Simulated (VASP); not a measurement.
# Sb (R-3m) in VASP: a series of runs

The runs below take Sb through single point, with revPBE.

Program: VASP 6.6.1. These are calculated values, not measurements. Logs are shortened: lines on timing, memory, paths and dates and some standing lists are left out, and cuts for length are marked.

## Step 1: The cell of the first run

The structure is trigonal, space group R-3m (No. 166). Conventional cell: a = 4.273 Å, b = 4.273 Å, c = 11.484 Å, α = 90.00°, β = 90.00°, γ = 120.00°. Within 3.8 Å of Sb (site symmetry 3m) lie 6 Sb at 2.88 to 3.41 Å.

## Step 2: Single point, revPBE (volume scaled by 0.92)

INCAR reads:

```
PREC = Accurate
ENCUT = 520
EDIFF = 1E-7
ISMEAR = -1
SIGMA = 0.1
LREAL = False
LASPH = True
NELM = 100
ALGO = Normal
ISIF = 2
LWAVE = False
LCHARG = False
GGA = RE
NBANDS = 12
```

KPOINTS reads:

```
Automatic mesh
0
Gamma
  14 14 14
```

POSCAR reads:

```
Sb
1.0
    2.1364508874      1.2334804950      3.8281074744
   -2.1364508874      1.2334804950      3.8281074744
    0.0000000000     -2.4669609899      3.8281074744
Sb
2
Direct
    0.2311082914      0.2311082914      0.2311082914
    0.7688917086      0.7688917086      0.7688917086
```

Potentials or basis: VASP PAW PBE potentials, release 64 (Sb).

The run is started by

```bash
$ cat potpaw_PBE.64/Sb/POTCAR > POTCAR
$ mpirun -np 1 vasp_std > vasp.out
```

OUTCAR:

```text
PREC = Accurate
   ENCUT = 520
   EDIFF = 1E-7
   ISMEAR = -1
   LREAL = False
   LASPH = True
   NELM = 100
   ISIF = 2
   GGA = RE

 ion  position               nearest neighbor table
   1  0.231  0.231  0.231-   2 2.88   2 2.88   2 2.88   2 3.41   2 3.41   2 3.41
   2  0.769  0.769  0.769-   1 2.88   1 2.88   1 2.88   1 3.41   1 3.41   1 3.41

  LATTYP: Found a trigonal (rhomboedric) cell.
 ALAT       =     4.5541523208
 COS(alpha) =     0.5598499873

  Lattice vectors:

 A1 = (   2.1364508874,   1.2334804950,   3.8281074744)
 A2 = (  -2.1364508874,   1.2334804950,   3.8281074744)
 A3 = (   0.0000000000,  -2.4669609899,   3.8281074744)

Analysis of symmetry for initial positions (statically):
=====================================================================
 Subroutine PRICEL returns:
 Original cell was already a primitive cell.

 Routine SETGRP: Setting up the symmetry group for a
 trigonal (rhombohedral) supercell.

 Subroutine GETGRP returns: Found 12 space group operations
 (whereof 12 operations were pure point group operations)
 out of a pool of 12 trial point group operations.

The static configuration has the point symmetry D_3d.

Analysis of symmetry for dynamics (positions and initial velocities):
=====================================================================
 Subroutine PRICEL returns:
 Original cell was already a primitive cell.

 Routine SETGRP: Setting up the symmetry group for a
 trigonal (rhombohedral) supercell.

 Subroutine GETGRP returns: Found 12 space group operations
 (whereof 12 operations were pure point group operations)
 out of a pool of 12 trial point group operations.

The dynamic configuration has the point symmetry D_3d.

 Subroutine INISYM returns: Found 12 space group operations
 (whereof 12 operations are pure point group operations),
 and found     1 'primitive' translations

----------------------------------------------------------------------------------------

                                     Primitive cell

  volume of cell :      60.5286

  direct lattice vectors                    reciprocal lattice vectors
     2.136450887  1.233480495  3.828107474     0.234032995  0.135119013  0.087075229
    -2.136450887  1.233480495  3.828107474    -0.234032995  0.135119013  0.087075229
     0.000000000 -2.466960990  3.828107474     0.000000000 -0.270238025  0.087075229

  length of vectors
     4.554152321  4.554152321  4.554152321     0.283920210  0.283920210  0.283920210

  position of ions in fractional coordinates (direct lattice)
     0.231108291  0.231108291  0.231108291
     0.768891709  0.768891709  0.768891709

  ion indices of the primitive-cell ions
   primitive index   ion index
                 1           1
                 2           2

----------------------------------------------------------------------------------------

 KPOINTS: Automatic mesh

Automatic generation of k-mesh.
 Grid dimensions read from file:
 generate k-points for:   14   14   14

 Generating k-lattice:

  Cartesian coordinates                     Fractional coordinates (reciprocal lattice)
     0.016716643  0.009651358  0.006219659     0.071428571  0.000000000  0.000000000
    -0.016716643  0.009651358  0.006219659     0.000000000  0.071428571  0.000000000
     0.000000000 -0.019302716  0.006219659     0.000000000  0.000000000  0.071428571

  Length of vectors
     0.020280015  0.020280015  0.020280015

  Shift w.r.t. Gamma in fractional coordinates (k-lattice)
     0.000000000  0.000000000  0.000000000

 Subroutine IBZKPT returns following result:
 ===========================================

 Found    288 irreducible k-points:

 Following reciprocal coordinates:
            Coordinates               Weight
  0.000000  0.000000  0.000000      1.000000
  0.071429  0.000000  0.000000      6.000000
  0.142857  0.000000  0.000000      6.000000
  0.214286  0.000000  0.000000      6.000000
  0.285714  0.000000  0.000000      6.000000
  0.357143  0.000000  0.000000      6.000000
[... 16 lines left out ...]
  0.214286  0.142857  0.000000     12.000000
  0.285714  0.142857  0.000000     12.000000
 [... further k-points ...]
   k-points           NKPTS =    288   k-points in BZ     NKDIM =    288   number of bands    NBANDS=     12
   number of dos      NEDOS =    301   number of ions     NIONS =      2
   total plane-waves  NPLWV =  46656
   dimension x,y,z NGX =    36 NGY =   36 NGZ =   36
   dimension x,y,z NGXF=    72 NGYF=   72 NGZF=   72
   ions per type =               2
   NGX,Y,Z   is equivalent  to a cutoff of  13.14, 13.14, 13.14 a.u.
   NGXF,Y,Z  is equivalent  to a cutoff of  26.28, 26.28, 26.28 a.u.
 SYSTEM =  unknown system
   PREC   = accura    normal or accurate (medium, high low for compatibility)
   ISTART =      0    job   : 0-new  1-cont  2-samecut
   ICHARG =      2    charge: 1-file 2-atom 10-const
   ISPIN  =      1    spin polarized calculation?
   LNONCOLLINEAR =      F non collinear calculations
   LSORBIT =      F    spin-orbit coupling
   LASPH  =      T    aspherical Exc in radial PAW
   ENCUT  =  520.0 eV  38.22 Ry    6.18 a.u.   8.47  8.47  8.47*2*pi/ulx,y,z
   NELM   =    100;   NELMIN=  2; NELMDL= -5     # of ELM steps
   EDIFF  = 0.1E-06   stopping-criterion for ELM
   LREAL  =      F    real-space projection
   EDIFFG = 0.1E-05   stopping-criterion for IOM
   NSW    =      0    number of steps for IOM
   IBRION =     -1    ionic relax: 0-MD 1-quasi-New 2-CG
   NFREE  =      0    steps in history (QN), initial steepest desc. (CG)
   ISIF   =      2    stress and relaxation
   ISYM   =      2    0-nonsym 1-usesym 2-fastsym
   POTIM  = 0.5000    time-step for ionic-motion
   TEBEG  =    0.0;   TEEND  =   0.0 temperature during run
   PSTRESS=    0.0 pullay stress
   NELECT =      10.0000    total number of electrons
   NUPDOWN=      -1.0000    fix difference up-down
   EMIN   =  10.00;   EMAX   =-10.00  energy-range for DOS
   EFERMI =   0.00;   METHOD = LEGACY
   ISMEAR =    -1;   SIGMA  =   0.10  broadening in eV -4-tet -1-fermi 0-gaus
   EFERMI_NEDOS =   21; number of points for ismear=-14 and -15
   IALGO  =     38    algorithm
   IMIX   =      4    mixing-type and parameters
     AMIX     =   0.40;   BMIX     =  1.00
     AMIX_MAG =   1.60;   BMIX_MAG =  1.00
  volume/ion in A,a.u.               =      30.26       204.23
  Fermi-wavevector in a.u.,A,eV,Ry     =   0.898300  1.697540 10.979120  0.806943
  Thomas-Fermi vector in A             =   2.020992
   LORBIT       =      0    0 simple, 1 ext, 2 COOP (PROOUT), +10 PAW based schemes
   GGA     = RE    functional components
   LHFCALC =     F    Hartree Fock is set to
   AEXX    =    0.0000 exact exchange contribution
   IVDW    =     0    specifies the selected vdW correction
   LEPSILON=     F    determine dielectric tensor
   LRPA    =     F    only Hartree local field effects (RPA)
 non-spin polarized calculation
  energy-cutoff  :      520.00
  volume of cell :       60.53
 maximum number of plane-waves:      1648
 NGX is ok and might be reduce to    36
   NGX = 17   NGY = 17   NGZ = 17

 number of electron      10.0000000 magnetization

 Free energy of the ion-electron system (eV)
  ---------------------------------------------------
  ext. energy  EPLUGINS =         0.00000000
  ---------------------------------------------------
  free energy    TOTEN  =        -7.58568572 eV

  energy without entropy =       -7.57599801  energy(sigma->0) =       -7.58084186

 E-fermi :   7.3999     XC(G=0):  -9.4530

 val. band max:        7.3447981890   @ k =   0.4286   0.0714   0.0714
 cond. band min:       7.4899314383   @ k =   0.4286   0.0000   0.0000
 fundamental gap:      0.1451332493
 Fermi energy:         7.3998942416

 k-point     1 :       0.0000    0.0000    0.0000
  band No.  band energies     occupation
      1      -5.4220      2.00000
      2       2.5753      2.00000
      3       5.1923      2.00000
      4       5.5781      2.00000
      5       5.5781      2.00000
      6       9.1738      0.00000
      7       9.9735      0.00000
      8       9.9735      0.00000
      9      12.6062      0.00000
     10      12.6062      0.00000
     11      12.8079      0.00000
     12      13.9695      0.00000

 k-point     2 :       0.0714    0.0000    0.0000
  band No.  band energies     occupation
      1      -5.3650      2.00000
      2       2.3184      2.00000
      3       5.2283      2.00000
      4       5.5534      2.00000
      5       5.6328      2.00000
      6       9.2192      0.00000
      7       9.8244      0.00000
      8       9.8722      0.00000
      9      12.2576      0.00000
     10      12.5679      0.00000
     11      12.5830      0.00000
     12      14.4192      0.00000

 k-point     3 :       0.1429    0.0000    0.0000
  band No.  band energies     occupation
      1      -5.1945      2.00000
      2       1.6769      2.00000
      3       5.2312      2.00000
      4       5.4886      2.00000
      5       5.8280      2.00000
      6       9.1614      0.00000
      7       9.4906      0.00000
      8       9.5762      0.00000
      9      11.9097      0.00000
     10      12.3967      0.00000
     11      12.6899      0.00000
     12      15.3500      0.00000
[... 286 lines left out ...]
 k-point    23 :       0.2143    0.1429    0.0000
  band No.  band energies     occupation
      1      -4.9441      2.00000
      2       1.1276      2.00000
      3       4.4880      2.00000
      4       4.9263      2.00000
      5       6.6231      1.99915
      6       8.2644      0.00035
      7       9.5987      0.00000
      8      10.4016      0.00000
      9      11.6191      0.00000
     10      13.2222      0.00000
     11      13.7370      0.00000
     12      15.0336      0.00000

 k-point    24 :       0.2857    0.1429    0.0000
  band No.  band energies     occupation
      1      -4.6399      2.00000
      2       0.4594      2.00000
      3       4.3290      2.00000
      4       4.7646      2.00000
      5       6.2823      1.99997
      6       8.5260      0.00003
      7       9.7112      0.00000
      8      10.0889      0.00000
      9      11.3801      0.00000
     10      13.7053      0.00000
     11      14.2980      0.00000
     12      15.9098      0.00000

 [... further k-points ...]
[... 5 lines left out ...]
  --------------------------------------------------------------------------------------
  -------------------------------------------------------------------------------------
  Total        1.9206559      1.9206559      1.4888131      0.0000000      0.0000000      0.0000000
  in kB       50.8393014     50.8393014     39.4085273      0.0000000      0.0000000      0.0000000
  external PRESSURE =      47.0290434 kB  Pullay stress =       0.0000000 kB

 VOLUME and BASIS-vectors are now :
 -----------------------------------------------------------------------------
  energy-cutoff  :      520.00
  volume of cell :       60.53
      direct lattice vectors                 reciprocal lattice vectors
     2.136450887  1.233480495  3.828107474     0.234032995  0.135119013  0.087075229
    -2.136450887  1.233480495  3.828107474    -0.234032995  0.135119013  0.087075229
     0.000000000 -2.466960990  3.828107474     0.000000000 -0.270238025  0.087075229

 POSITION                                       TOTAL-FORCE (eV/Angst)
 -----------------------------------------------------------------------------------
      0.00000      0.00000      2.65412         0.000000      0.000000      0.551369
      0.00000      0.00000      8.83020         0.000000     -0.000000     -0.551369
 -----------------------------------------------------------------------------------
    total drift:                               -0.000000      0.000000     -0.000000

  FREE ENERGIE OF THE ION-ELECTRON SYSTEM (eV)
  ---------------------------------------------------
  free  energy   TOTEN  =        -7.5856857157 eV

  energy  without entropy=       -7.5759980122  energy(sigma->0) =       -7.58084186
```

It took 92 s on 1 thread of Intel Xeon 6975P-C (Granite Rapids), shared host; peak memory 0.33 GiB.

What came out:

```
Free energy            : -7.5857 eV
Pressure               : 4.7 GPa
Largest force          : 0.551 eV/Å
Band gap on the k mesh : zero (band 5 reaches 7.55 eV, above the bottom of band 6 at 7.16 eV)
```

Forces on the atoms (eV/Å):
```
Sb   0.000  0.000  0.551
Sb   0.000  0.000 -0.551
```

Stress tensor (GPa, compression positive):
```
5.08 0.00 0.00
0.00 5.08 0.00
0.00 0.00 3.94
```

Levels at points of the mesh, in eV from the Fermi level:
```
           k point  band 1  band 2  band 3  band 4  band 5  band 6  band 7  band 8  band 9  band 10
(0.00, 0.00, 0.00)  -12.82   -4.82   -2.21   -1.82   -1.82    1.77    2.57    2.57    5.21     5.21
(0.50, 0.00, 0.00)  -10.48   -9.62   -2.18   -2.11   -0.29   -0.24    0.16    0.71    7.29     7.83
(0.50, 0.50, 0.00)  -10.46   -8.15   -5.36   -3.79   -3.68    1.38    4.87    5.64    6.83     8.59
(0.50, 0.50, 0.50)  -11.49   -8.85   -1.41   -1.41   -0.48    0.29    0.29    1.35    6.71     8.46
```

Caveat: the PAW data sets were made with another functional, which shifts forces and pressure a little; spin-orbit coupling is left out, which moves the levels of the heavy elements.

(Continued in part 2 of 2.)
